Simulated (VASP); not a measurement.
A run of VASP 6.6.1 is set up as follows.

The input INCAR:

```
SYSTEM = InSb3
  PREC = Accurate
  ENCUT = 520
  EDIFF = 1E-6
  ISMEAR = 0
  SIGMA = 0.1
  LREAL = .FALSE.
  LASPH = .TRUE.
  NELM = 100
  ALGO = Normal
  ISIF = 2
  LWAVE = .FALSE.
  LCHARG = .TRUE.
  GGA = PE
  IVDW = 12
  LELF = .TRUE.
  LVHAR = .TRUE.
  NBANDS = 22
```

Contents of KPOINTS:

```
regular mesh
0
G
  10 10 10
  0 0 0
```

File POSCAR:

```
InSb3
1.0
    0.0000000000      3.7279225309      3.7279225309
    3.7279225309      0.0000000000      3.7279225309
    3.7279225309      3.7279225309      0.0000000000
In Sb
1 3
Direct
    0.0000000000      0.0000000000      0.0000000000
    0.2500000000      0.2500000000      0.2500000000
    0.7500000000      0.7500000000      0.7500000000
    0.5000000000      0.5000000000      0.5000000000
```

Potentials or basis: VASP PAW PBE potentials, release 64 (In_d, Sb).

Command:

```console
$ cat potpaw_PBE.64/In_d/POTCAR potpaw_PBE.64/Sb/POTCAR > POTCAR
$ mpirun -np 1 vasp_std > vasp.out
```

**Question.** What does it give for the dispersion energy per atom?

**Answer.** -0.489 eV.

**Question.** Estimate the band gap on the k mesh.

**Answer.** Zero (band 14 reaches 9.83 eV, above the bottom of band 15 at 6.54 eV).

**Question.** Estimate the pressure.

**Answer.** -0.1 GPa.

Caveat: spin-orbit coupling is left out, which moves the levels of the heavy elements; pairwise dispersion overbinds metals, which lowers pressure and volume.
